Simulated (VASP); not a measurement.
Write the native input for VASP 6.6.1 that does the following.

| Item | Value |
| --- | --- |
| Task | single point |
| Functional | r2SCAN |
| Potentials or basis | VASP PAW PBE potentials, release 64 (Zn, S) |
| Cutoff | 520 eV |
| k mesh | 6 × 6 × 4 |
| Occupations | gaussian, width 0.05 eV |
| Spin | no spin polarisation |
| Dipole correction | no |
| Further INCAR settings | ALGO = Normal; EDIFF = 1e-06; NBANDS = 26 |

The system is ZnS.

```
Zn S
1.0
     3.81100    0.00000    0.08575
    -1.90550    3.30042   -0.04287
     0.14027    0.00000    6.23400
Zn S
2 2
Direct
  0.33333 0.66667 0.00000
  0.66667 0.33333 0.50000
  0.33333 0.66667 0.38500
  0.66667 0.33333 0.88500
```

This cell differs from its parent crystal: strain +0.0450 x Voigt [0, 0, 0, 0, 1, 0].

The input as run:

POSCAR

```
ZnS
1.0
    3.8109987816      0.0000000000      0.0857474726
   -1.9054993908      3.3004217586     -0.0428737363
    0.1402650000      0.0000000000      6.2340000000
Zn S
2 2
Direct
    0.3333333333      0.6666666667      0.0000000000
    0.6666666667      0.3333333333      0.5000000000
    0.3333333333      0.6666666667      0.3850000000
    0.6666666667      0.3333333333      0.8850000000
```

INCAR.step1

```
SYSTEM = ZnS
  PREC = Accurate
  ENCUT = 520
  ISMEAR = 0
  SIGMA = 0.05
  LREAL = .FALSE.
  LASPH = .TRUE.
  NELM = 60
  NBANDS = 26
  GGA = PE
  ALGO = Normal
  EDIFF = 1E-4
  LWAVE = .TRUE.
  LCHARG = .FALSE.
```

INCAR.step2

```
SYSTEM = ZnS
  PREC = Accurate
  ENCUT = 520
  EDIFF = 1E-6
  ISMEAR = 0
  SIGMA = 0.05
  LREAL = .FALSE.
  LASPH = .TRUE.
  NELM = 60
  ALGO = Normal
  ISIF = 2
  LWAVE = .FALSE.
  LCHARG = .TRUE.
  METAGGA = R2SCAN
  LMIXTAU = .TRUE.
  LELF = .TRUE.
  LVHAR = .TRUE.
  NBANDS = 26
  ISTART = 1
```

KPOINTS

```
Automatic mesh
0
G
  6 6 4
  0 0 0
```

Potentials or basis: VASP PAW PBE potentials, release 64 (Zn, S).

Command:

```sh
$ cat potpaw_PBE.64/Zn/POTCAR potpaw_PBE.64/S/POTCAR > POTCAR
$ cp INCAR.step1 INCAR
$ mpirun -np 1 vasp_std > vasp.out
$ cp INCAR.step2 INCAR
$ mpirun -np 1 vasp_std > vasp.out
```

It gave:

| Quantity | Value |
| --- | --- |
| Pressure | 0.3 GPa |
| Largest force | 0.363 eV/Å |
| Band gap on the k mesh | 2.73 eV, direct |

Caveat: the cell differs from its parent crystal (strain +0.0450 x Voigt [0, 0, 0, 0, 1, 0]); the PAW data sets were made with another functional, which shifts forces and pressure a little.

Wall time 3 min on 1 thread of AMD EPYC 9R45 96-Core Processor (Zen 5), with other jobs on the host, peak memory 0.22 GiB.
